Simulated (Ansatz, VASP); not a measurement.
Rh in VASP and in Ansatz

INCAR

```
SYSTEM = Rh
PREC     = Accurate       ! precision mode
ENCUT    = 520            ! plane-wave cutoff, eV
EDIFF    = 1E-8           ! SCF threshold, eV
ISMEAR   = -1             ! smearing method
SIGMA    = 0.05           ! smearing width, eV
LREAL    = .False.        ! projectors in reciprocal space
LASPH    = .True.         ! aspherical terms in the spheres
NELM     = 100            ! most SCF steps
ALGO     = Normal         ! electronic algorithm
ISIF     = 2              ! what is computed and relaxed
LWAVE    = .False.        ! write WAVECAR
LCHARG   = .False.        ! write CHGCAR
GGA      = PE             ! functional
LEFG     = .True.       
NBANDS   = 14             ! bands
```

KPOINTS

```
Automatic mesh
0
Gamma
  16 16 16
  0 0 0
```

POSCAR

```
Rh
1.0
    0.0000000000      1.9404922244      1.9404922244
    1.9404922244      0.0000000000      1.9404922244
    1.9404922244      1.9404922244      0.0000000000
Rh
1
Direct
    0.0000000000      0.0000000000      0.0000000000
```

Input for Ansatz:

```yaml
crystal:
  lattice:
    - [0.0, 1.9404922244, 1.9404922244]
    - [1.9404922244, 0.0, 1.9404922244]
    - [1.9404922244, 1.9404922244, 0.0]
  atoms:
    - { symbol: Rh, position: [0.0, 0.0, 0.0] }
kpoints:
  mp_grid: { grid: [16, 16, 16] }
scf:
  occupations: { method: fermi_dirac, width: 0.05 }
hamiltonian:
  xc: pbe
  pseudopotentials: { kind: paw }
output:
  forces: true
  stress: true
  eigenvalues: true
  efg: { contact_densities: true }
```

Change from the starting cell: volume scaled by 1.04, PAW files.

Alike in both runs: task electric field gradients; functional PBE; k mesh 16 × 16 × 16; occupations fermi-dirac, width 0.05 eV; no spin polarisation.

|  | VASP | Ansatz |
| --- | --- | --- |
| version | VASP 6.6.1 | Ansatz 0.2.0 |
| potentials or method | VASP PAW PBE potentials, release 64 (Rh_pv) | PAW with Ansatz's default frozen-core files, scalar-relativistic |
| plane-wave cutoff (eV) | 520 | 420 |
| valence electrons in the cell | 15 | 17 |

|  | VASP | Ansatz | Ansatz less VASP |
| --- | --- | --- | --- |
| pressure (GPa) | -9.1 | -9.1 | -0.04 |

VASP's potentials hold 15 valence electrons a cell and Ansatz's 17, so a difference there can come from the potentials and not from the codes.
